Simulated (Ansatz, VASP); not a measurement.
# Two plane-wave programs on GaN

File INCAR:

```
SYSTEM = GaN
ALGO = Normal
EDIFF = 1E-6
EDIFFG = -0.005
ENCUT = 600
GGA = PE
IBRION = 2
ISIF = 3
ISMEAR = 0
LASPH = .True.
LCHARG = .False.
LREAL = .False.
LWAVE = .False.
NELM = 60
NSW = 100
PREC = Accurate
SIGMA = 0.02
```

Contents of KPOINTS:

```
k-points
0
Gamma
  12 12 6
  0 0 0
```

File POSCAR:

```
GaN
1.0
    3.1889304035      0.0000000000      0.0000000000
   -1.5944652018      2.7616947404      0.0000000000
    0.0000000000      0.0000000000      5.1923572500
Ga N
2 2
Direct
    0.6666666700      0.3333333300      0.4990837100
    0.3333333300      0.6666666700      0.9990837100
    0.6666666700      0.3333333300      0.8759162900
    0.3333333300      0.6666666700      0.3759162900
```

Input for Ansatz:

```yaml
crystal:
  lattice:
    - [3.1889304035, 0.0, 0.0]
    - [-1.5944652018, 2.7616947404, 0.0]
    - [0.0, 0.0, 5.19235725]
  atoms:
    - { symbol: Ga, position: [0.66666667, 0.33333333, 0.49908371] }
    - { symbol: Ga, position: [0.33333333, 0.66666667, 0.99908371] }
    - { symbol: "N", position: [0.66666667, 0.33333333, 0.87591629] }
    - { symbol: "N", position: [0.33333333, 0.66666667, 0.37591629] }
basis:
  ecutwfc: 420
kpoints:
  mp_grid: { grid: [12, 12, 6] }
hamiltonian:
  xc: pbe
scf:
  occupations: { method: gaussian, width: 0.02 }
output:
  forces: true
  stress: true
  eigenvalues: true
relax:
  adjacent_minimum: "off"
  f_tol: 0.005
  max_steps: 80
  cell: { stress_tol: 0.05 }
```

Alike in both runs: task relaxation of cell and atoms; functional PBE; k mesh 12 × 12 × 6; occupations gaussian, width 0.02 eV; no spin polarisation.

|  | VASP | Ansatz |
| --- | --- | --- |
| version | VASP 6.6.1 | Ansatz 0.2.0 |
| potentials or method | VASP PAW PBE potentials, release 64 (Ga_d, N), cutoff 600 eV | scalar-relativistic, plane waves, PAW |
| valence electrons in the cell | 36 | 36 |

|  | VASP | Ansatz | Ansatz less VASP |
| --- | --- | --- | --- |
| gap on the k mesh at the Fermi level, each at its own relaxed structure (eV) | 1.72 | 1.71 | -0.010 |
| relaxed volume (Å³/atom) | 11.75 | 11.76 | +0.006 |
| relaxed cell length with the largest relative difference (Å) | 5.242 | 5.243 | +0.0016 |
